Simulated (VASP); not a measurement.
The system is CoO.

```
CELL_PARAMETERS angstrom
0.00000 2.03895 2.03895
2.03895 0.00000 2.03895
2.03895 2.03895 0.00000
ATOMIC_POSITIONS crystal
Co 0.00000 0.00000 0.00000
O 0.50000 0.50000 0.50000
```

Base run:

* Program: VASP 6.6.1
* Functional: LDA
* Potentials or basis: VASP PAW LDA potentials, release 64 (Co, O)
* Cutoff: 520 eV
* k mesh: 11 × 11 × 11
* Occupations: fermi-dirac, width 0.05 eV
* Spin: collinear spin, ferromagnetic start
* Starting moments: [2.0, 0.0] μB

Its results: pressure -1.9 GPa; net moment 2.04 μB per cell; site moments Co +1.83; O +0.17 μB.

Problem. The run is repeated on the same cell with these changes: potentials or basis from VASP PAW LDA potentials, release 64 (Co, O) to VASP PAW LDA potentials, release 64 (Co_sv, O); cutoff from 520 eV to 600 eV; further incar settings from ALGO = Normal; EDIFF = 1e-06; NBANDS = 18 to ALGO = Normal; EDIFF = 1e-06; NBANDS = 22; valence electrons from 15 to 23. What comes out?

Solution. Pressure -4.1 GPa; net moment 2.07 μB per cell; site moments Co +1.82; O +0.17 μB.

Caveats: a cell with one magnetic atom can't hold antiferromagnetic order, which such compounds often take.
